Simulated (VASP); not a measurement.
Crystal: PdC3.

```
Pd C
1.0
    -2.33440    2.33440    2.33440
     2.33440   -2.33440    2.33440
     2.33440    2.33440   -2.33440
Pd C
1 3
Direct
  0.00000 0.00000 0.00000
  0.00000 0.50000 0.50000
  0.50000 0.00000 0.50000
  0.50000 0.50000 0.00000
```

The cell was built from a structure type or drawn by symmetry, and may not be a known phase.

| Item | Value |
| --- | --- |
| Program | VASP 6.6.1 |
| Task | relaxation of cell and atoms |
| Functional | PBE |
| Potentials or basis | VASP PAW PBE potentials, release 64 (Pd, C) |
| Cutoff | 600 eV |
| k mesh | 6 × 6 × 6 |
| Occupations | gaussian, width 0.1 eV |
| Spin | no spin polarisation |

At the start: pressure -35.2 GPa; volume 12.72 Å³/atom.

**Question.** How do energy, volume and symmetry change on relaxing?

**Answer.** Over 3 steps the energy falls by 622.3 meV/atom and the volume is 8.83 Å³/atom (-30.6 %); space group Im-3m (No. 229, to 0.1 Å) before and after.

The path:
| step | energy change (eV) | largest force (eV/Å) | pressure (GPa) | volume (Å³) |
| --- | --- | --- | --- | --- |
| 1 | 0.0000 | 0.0000 | -35.19 | 50.88 |
| 2 | -2.3589 | 0.0000 | 19.15 | 32.96 |
| 3 | -2.4891 | 0.0000 | -0.15 | 35.31 |

Final structure:
```
Pd C
1.0
    -2.06667    2.06667    2.06667
     2.06667   -2.06667    2.06667
     2.06667    2.06667   -2.06667
Pd C
1 3
Direct
  0.00000 0.00000 0.00000
  0.00000 0.50000 0.50000
  0.50000 0.00000 0.50000
  0.50000 0.50000 0.00000
```

Caveat: the volume moved by over 15 % at a fixed basis, so the end points are rough.
